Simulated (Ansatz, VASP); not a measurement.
## ZnO in VASP and in Ansatz

INCAR

```
PREC = Accurate
ENCUT = 520
EDIFF = 1E-7
ISMEAR = -1
SIGMA = 0.01
LREAL = F
LASPH = T
NELM = 120
ALGO = Normal
ISIF = 2
LWAVE = F
LCHARG = F
GGA = PE
IBRION = 2
NSW = 80
EDIFFG = -0.02
GGA_COMPAT = F
NELMIN = 4
```

File KPOINTS:

```
regular mesh
0
Gamma
  12 12 7
```

Contents of POSCAR:

```
ZnO
1.0
    3.2494000000      0.0000000000      0.0000000000
   -1.6247000000      2.8140629471      0.0000000000
    0.0000000000      0.0000000000      5.2038000000
Zn O
2 2
Direct
    0.3333333333      0.6666666667      0.0000000000
    0.6666666667      0.3333333333      0.5000000000
    0.3333333333      0.6666666667      0.3821000000
    0.6666666667      0.3333333333      0.8821000000
```

Input for Ansatz:

```yaml
crystal:
  lattice:
    - [3.2494, 0.0, 0.0]
    - [-1.6247, 2.8140629471, 0.0]
    - [0.0, 0.0, 5.2038]
  atoms:
    - { symbol: Zn, position: [0.3333333333, 0.6666666667, 0.0] }
    - { symbol: Zn, position: [0.6666666667, 0.3333333333, 0.5] }
    - { symbol: O, position: [0.3333333333, 0.6666666667, 0.3821] }
    - { symbol: O, position: [0.6666666667, 0.3333333333, 0.8821] }
kpoints:
  mp_grid: { grid: [12, 12, 7] }
scf:
  occupations: { method: fermi_dirac, width: 0.01 }
hamiltonian:
  xc: pbe
  pseudopotentials: { kind: paw }
output:
  forces: true
  stress: true
  populations: true
  efg:
    quadrupole_moments_barn: { Zn: 0.122, O: -0.02558 }
    contact_densities: true
relax:
  f_tol: 0.02
  max_steps: 60
```

Alike in both runs: task relaxation of the atoms; functional PBE; k mesh 12 × 12 × 7; occupations fermi-dirac, width 0.01 eV; no spin polarisation.

|  | VASP | Ansatz |
| --- | --- | --- |
| version | VASP 6.6.1 | Ansatz 0.2.0 |
| potentials or method | VASP PAW PBE potentials, release 64 (Zn, O) | plane-wave PAW, scalar-relativistic |
| plane-wave cutoff (eV) | 520 | 420 |
| valence electrons in the cell | 36 | 36 |

|  | VASP | Ansatz | Ansatz less VASP |
| --- | --- | --- | --- |
| gap on the k mesh at the Fermi level, each at its own relaxed structure (eV) | 0.79 | 0.80 | +0.015 |

Ansatz's warnings: stress scf threshold loose.
